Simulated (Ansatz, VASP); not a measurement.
## HfN: VASP beside Ansatz

```xyz
2
Lattice="0.0000 2.4548 2.4548 2.4548 0.0000 2.4548 2.4548 2.4548 0.0000" Properties=species:S:1:pos:R:3 pbc="T T T"
Hf    0.0000    0.0000    0.0000
N     3.5523    3.8121    3.8121
```

Change from the starting cell: all N atoms moved -0.225 Å, as atom 2 towards its neighbour atom 1 (Hf) at 2.126 Å.

Alike in both runs: task single point; functional PBEsol; k mesh 16 × 16 × 16; occupations gaussian, width 0.15 eV; no spin polarisation.

|  | VASP | Ansatz |
| --- | --- | --- |
| version | VASP 6.6.1 | Ansatz 0.2.0 |
| potentials or method | VASP PAW PBE potentials, release 64 (Hf_pv, N), cutoff 520 eV | scalar-relativistic, plane waves, PAW |
| valence electrons in the cell | 15 | 31 |

Ansatz gave:

* gap on the k mesh at the Fermi level (eV): none
* pressure (GPa): -1.1
* traceless stress, the component that is largest in VASP (GPa): 4.98
* rms of the force components (eV/Å): 1.025

Q: What did VASP give for the same quantities?

A: gap on the k mesh at the Fermi level (eV): none; pressure (GPa): -1.9; traceless stress, the component that is largest in VASP (GPa): 4.93; rms of the force components (eV/Å): 1.024.

VASP's potentials were made for PBE, not for PBEsol. Atom by atom the forces differ by 0.002 eV/Å (rms over components). A gap of «none» marks a metal or a gap that the smearing closes. VASP's potentials hold 15 valence electrons a cell and Ansatz's 31, so a difference there can come from the potentials and not from the codes.

Neither program's run includes spin-orbit coupling.
